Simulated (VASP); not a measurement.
# BeSO (P4/mmm) in VASP: a series of runs, part 2 of 3

VASP 6.6.1. Earlier steps stand in the parts before.

## Step 4: Single point, PBE

This run uses another cell than the first one, of 14.18 Å³/atom, 1.012 times its volume.

File INCAR:

```
SYSTEM = BeSO
PREC = Accurate
ENCUT = 600
EDIFF = 1E-6
ISMEAR = 0
SIGMA = 0.1
LREAL = .FALSE.
LASPH = .TRUE.
NELM = 120
ALGO = Normal
ISIF = 2
LWAVE = .FALSE.
LCHARG = .FALSE.
GGA = PE
NBANDS = 14
GGA_COMPAT = .FALSE.
```

File KPOINTS:

```
regular mesh
0
G
  14 14 12
  0 0 0
```

File POSCAR:

```
BeSO
1.0
    3.3664269498      0.0000000000      0.0000000000
    0.0000000000      3.3664269498      0.0000000000
    0.0000000000      0.0000000000      3.7526953213
Be S O
1 1 1
Direct
    0.0000000000      0.0000000000      0.5000000000
    0.0000000000      0.0000000000      0.0000000000
    0.5000000000      0.5000000000      0.0000000000
```

Potentials or basis: VASP PAW PBE potentials, release 64 (Be, S, O).

Started as:

```
> cat potpaw_PBE.64/Be/POTCAR potpaw_PBE.64/S/POTCAR potpaw_PBE.64/O/POTCAR > POTCAR
> mpirun -np 1 vasp_std > vasp.out
```

OUTCAR:

```text
SYSTEM = BeSO
   PREC = Accurate
   ENCUT = 600
   EDIFF = 1E-6
   ISMEAR = 0
   LREAL = .FALSE.
   LASPH = .TRUE.
   NELM = 120
   ISIF = 2
   GGA = PE

 ion  position               nearest neighbor table
   1  0.000  0.000  0.500-   2 1.88   2 1.88
   2  0.000  0.000  0.000-   1 1.88   1 1.88   3 2.38   3 2.38   3 2.38   3 2.38
   3  0.500  0.500  0.000-   2 2.38   2 2.38   2 2.38   2 2.38

  LATTYP: Found a simple tetragonal cell.
 ALAT       =     3.3664269498
 C/A-ratio  =     1.1147413496

  Lattice vectors:

 A1 = (   3.3664269498,   0.0000000000,   0.0000000000)
 A2 = (   0.0000000000,   3.3664269498,   0.0000000000)
 A3 = (   0.0000000000,   0.0000000000,   3.7526953213)

Analysis of symmetry for initial positions (statically):
=====================================================================
 Subroutine PRICEL returns:
 Original cell was already a primitive cell.

 Routine SETGRP: Setting up the symmetry group for a
 simple tetragonal supercell.

 Subroutine GETGRP returns: Found 16 space group operations
 (whereof 16 operations were pure point group operations)
 out of a pool of 16 trial point group operations.

The static configuration has the point symmetry D_4h.

Analysis of symmetry for dynamics (positions and initial velocities):
=====================================================================
 Subroutine PRICEL returns:
 Original cell was already a primitive cell.

 Routine SETGRP: Setting up the symmetry group for a
 simple tetragonal supercell.

 Subroutine GETGRP returns: Found 16 space group operations
 (whereof 16 operations were pure point group operations)
 out of a pool of 16 trial point group operations.

The dynamic configuration has the point symmetry D_4h.

 Subroutine INISYM returns: Found 16 space group operations
 (whereof 16 operations are pure point group operations),
 and found     1 'primitive' translations

----------------------------------------------------------------------------------------

                                     Primitive cell

  volume of cell :      42.5287

  direct lattice vectors                    reciprocal lattice vectors
     3.366426950  0.000000000  0.000000000     0.297050854  0.000000000  0.000000000
     0.000000000  3.366426950  0.000000000     0.000000000  0.297050854  0.000000000
     0.000000000  0.000000000  3.752695321     0.000000000  0.000000000  0.266475137

  length of vectors
     3.366426950  3.366426950  3.752695321     0.297050854  0.297050854  0.266475137

  position of ions in fractional coordinates (direct lattice)
     0.000000000  0.000000000  0.500000000
     0.000000000  0.000000000  0.000000000
     0.500000000  0.500000000  0.000000000

  ion indices of the primitive-cell ions
   primitive index   ion index
                 1           1
                 2           2
                 3           3

----------------------------------------------------------------------------------------

 KPOINTS: regular mesh

Automatic generation of k-mesh.
 Grid dimensions read from file:
 generate k-points for:   14   14   12

 Generating k-lattice:

[... 22 lines left out ...]
  0.285714  0.000000  0.000000      4.000000
  0.357143  0.000000  0.000000      4.000000
[... 16 lines left out ...]
  0.285714  0.214286  0.000000      8.000000
  0.357143  0.214286  0.000000      8.000000
 [... further k-points ...]
   k-points           NKPTS =    252   k-points in BZ     NKDIM =    252   number of bands    NBANDS=     14
   number of dos      NEDOS =    301   number of ions     NIONS =      3
   total plane-waves  NPLWV =  23520
   dimension x,y,z NGX =    28 NGY =   28 NGZ =   30
   dimension x,y,z NGXF=    56 NGYF=   56 NGZF=   60
   ions per type =               1   1   1
   NGX,Y,Z   is equivalent  to a cutoff of  13.83, 13.83, 13.29 a.u.
   NGXF,Y,Z  is equivalent  to a cutoff of  27.65, 27.65, 26.58 a.u.
 SYSTEM =  BeSO
   PREC   = accura    normal or accurate (medium, high low for compatibility)
   ISTART =      0    job   : 0-new  1-cont  2-samecut
   ICHARG =      2    charge: 1-file 2-atom 10-const
   ISPIN  =      1    spin polarized calculation?
   LNONCOLLINEAR =      F non collinear calculations
   LSORBIT =      F    spin-orbit coupling
   LASPH  =      T    aspherical Exc in radial PAW
   ENCUT  =  600.0 eV  44.10 Ry    6.64 a.u.   6.72  6.72  7.50*2*pi/ulx,y,z
   NELM   =    120;   NELMIN=  2; NELMDL= -5     # of ELM steps
   EDIFF  = 0.1E-05   stopping-criterion for ELM
   LREAL  =      F    real-space projection
   EDIFFG = 0.1E-04   stopping-criterion for IOM
   NSW    =      0    number of steps for IOM
   IBRION =     -1    ionic relax: 0-MD 1-quasi-New 2-CG
   NFREE  =      0    steps in history (QN), initial steepest desc. (CG)
   ISIF   =      2    stress and relaxation
   ISYM   =      2    0-nonsym 1-usesym 2-fastsym
   POTIM  = 0.5000    time-step for ionic-motion
   TEBEG  =    0.0;   TEEND  =   0.0 temperature during run
   PSTRESS=    0.0 pullay stress
   NELECT =      14.0000    total number of electrons
   NUPDOWN=      -1.0000    fix difference up-down
   EMIN   =  10.00;   EMAX   =-10.00  energy-range for DOS
   EFERMI =   0.00;   METHOD = LEGACY
   ISMEAR =     0;   SIGMA  =   0.10  broadening in eV -4-tet -1-fermi 0-gaus
   EFERMI_NEDOS =   21; number of points for ismear=-14 and -15
   IALGO  =     38    algorithm
   IMIX   =      4    mixing-type and parameters
     AMIX     =   0.40;   BMIX     =  1.00
     AMIX_MAG =   1.60;   BMIX_MAG =  1.00
  volume/ion in A,a.u.               =      14.18        95.67
  Fermi-wavevector in a.u.,A,eV,Ry     =   1.130378  2.136104 17.384898  1.277754
  Thomas-Fermi vector in A             =   2.267074
   LORBIT       =      0    0 simple, 1 ext, 2 COOP (PROOUT), +10 PAW based schemes
   GGA     = PE    functional components
   LHFCALC =     F    Hartree Fock is set to
   AEXX    =    0.0000 exact exchange contribution
   IVDW    =     0    specifies the selected vdW correction
   LEPSILON=     F    determine dielectric tensor
   LRPA    =     F    only Hartree local field effects (RPA)
 non-spin polarized calculation
 Gauss-broadening in eV      SIGMA  =   0.10
  energy-cutoff  :      600.00
  volume of cell :       42.53
 maximum number of plane-waves:      1460
 NGX is ok and might be reduce to    28
   NGX = 13   NGY = 13   NGZ = 15

 number of electron      13.9999997 magnetization

 Free energy of the ion-electron system (eV)
  ---------------------------------------------------
  ext. energy  EPLUGINS =         0.00000000
  ---------------------------------------------------
  free energy    TOTEN  =       -11.24084641 eV

  energy without entropy =      -11.23598629  energy(sigma->0) =      -11.23841635

 E-fermi :   4.1864     XC(G=0):  -9.4262

 val. band max:        4.1843147559   @ k =   0.3571   0.3571   0.2500
 cond. band min:       4.1877585755   @ k =   0.4286   0.1429   0.3333
 fundamental gap:      0.0034438196
 Fermi energy:         4.1863953208

 k-point     1 :       0.0000    0.0000    0.0000
  band No.  band energies     occupation
      1     -14.2054      2.00000
      2      -8.8443      2.00000
      3      -2.6152      2.00000
      4      -0.5358      2.00000
      5      -0.5358      2.00000
      6       2.6689      2.00000
      7       4.1817      1.05241
      8       5.0424      0.00000
      9       5.0424      0.00000
     10       9.7919      0.00000
     11      11.7524      0.00000
     12      11.7524      0.00000
     13      13.2078      0.00000
     14      14.9766      0.00000
[... 377 lines left out ...]
      1     -13.3790      2.00000
      2      -9.8470      2.00000
      3      -2.0047      2.00000
      4      -1.8044      2.00000
      5      -0.0202      2.00000
      6       2.1109      2.00000
      7       2.6658      2.00000
      8       4.7789      0.00000
      9       6.2269      0.00000
     10       9.0433      0.00000
     11      10.7153      0.00000
     12      12.6985      0.00000
     13      13.7729      0.00000
     14      14.6643      0.00000

 [... further k-points ...]
[... 5 lines left out ...]
  --------------------------------------------------------------------------------------
  -------------------------------------------------------------------------------------
  Total       -0.0214275     -0.0214275     -0.0933671      0.0000000      0.0000000      0.0000000
  in kB       -0.8072356     -0.8072356     -3.5174080      0.0000000      0.0000000      0.0000000
  external PRESSURE =      -1.7106264 kB  Pullay stress =       0.0000000 kB

 VOLUME and BASIS-vectors are now :
 -----------------------------------------------------------------------------
  energy-cutoff  :      600.00
  volume of cell :       42.53
      direct lattice vectors                 reciprocal lattice vectors
     3.366426950  0.000000000  0.000000000     0.297050854  0.000000000  0.000000000
     0.000000000  3.366426950  0.000000000     0.000000000  0.297050854  0.000000000
     0.000000000  0.000000000  3.752695321     0.000000000  0.000000000  0.266475137

 POSITION                                       TOTAL-FORCE (eV/Angst)
 -----------------------------------------------------------------------------------
      0.00000      0.00000      1.87635         0.000000      0.000000      0.000000
      0.00000      0.00000      0.00000         0.000000      0.000000      0.000000
      1.68321      1.68321      0.00000         0.000000      0.000000      0.000000
 -----------------------------------------------------------------------------------
    total drift:                                0.000000      0.000000     -0.000000

  FREE ENERGIE OF THE ION-ELECTRON SYSTEM (eV)
  ---------------------------------------------------
  free  energy   TOTEN  =       -11.2408464128 eV

  energy  without entropy=      -11.2359862912  energy(sigma->0) =      -11.23841635
```

OSZICAR:

```text
N       E                     dE             d eps       ncg     rms          rms(c)
DAV:   1     0.518451275932E+02    0.51845E+02   -0.69541E+03  7056   0.970E+02
DAV:   2    -0.866305031705E+01   -0.60508E+02   -0.53855E+02  9164   0.183E+02
DAV:   3    -0.122736668764E+02   -0.36106E+01   -0.35754E+01  8952   0.447E+01
DAV:   4    -0.123049023529E+02   -0.31235E-01   -0.31219E-01  8826   0.479E+00
DAV:   5    -0.123053512706E+02   -0.44892E-03   -0.44886E-03  9154   0.540E-01    0.884E+00
DAV:   6    -0.116130408061E+02    0.69231E+00   -0.10410E+01  8184   0.170E+01    0.668E+00
DAV:   7    -0.112731475785E+02    0.33989E+00   -0.17272E+00  8304   0.775E+00    0.351E+00
DAV:   8    -0.112428366893E+02    0.30311E-01   -0.22490E-01  8430   0.327E+00    0.446E-01
DAV:   9    -0.112399175401E+02    0.29191E-02   -0.78890E-03  8472   0.625E-01    0.228E-01
DAV:  10    -0.112405453165E+02   -0.62778E-03   -0.10253E-03  8418   0.223E-01    0.139E-01
DAV:  11    -0.112407755549E+02   -0.23024E-03   -0.24150E-04  8448   0.960E-02    0.430E-02
DAV:  12    -0.112408465555E+02   -0.71001E-04   -0.72510E-05  8034   0.618E-02    0.803E-03
DAV:  13    -0.112408464128E+02    0.14275E-06   -0.22146E-06  9438   0.104E-02
   1 F= -.11240846E+02 E0= -.11238416E+02  d E =-.486012E-02
```

Run time: 52 s. Hardware: 1 thread of Intel Xeon 6975P-C (Granite Rapids), shared host; peak memory 0.3 GiB.

What came out:

```
Free energy            : -11.2408 eV
Pressure               : -0.2 GPa
Band gap on the k mesh : zero (band 7 reaches 5.57 eV, above the bottom of band 8 at 1.98 eV)
```

Levels at points of the mesh, in eV from the Fermi level:
```tsv
k point	band 4	band 5	band 6	band 7	band 8	band 9	band 10	band 11
(0.00, 0.00, 0.00)	-4.72	-4.72	-1.52	0.00	0.86	0.86	5.61	7.57
(0.50, 0.00, 0.00)	-3.93	-2.77	-2.28	-2.22	-2.20	2.04	3.51	8.05
(0.50, 0.50, 0.00)	-7.04	-5.90	-1.96	1.05	1.05	3.97	5.03	5.03
(0.00, 0.00, 0.50)	-4.39	-4.39	-1.67	1.38	1.38	3.50	3.50	5.43
(0.50, 0.00, 0.50)	-3.77	-2.76	-2.70	-2.27	-1.51	1.68	4.17	6.89
(0.50, 0.50, 0.50)	-6.51	-6.19	-2.60	0.13	0.13	1.96	1.96	6.91
```

(Part 2 of 3 ends here.)
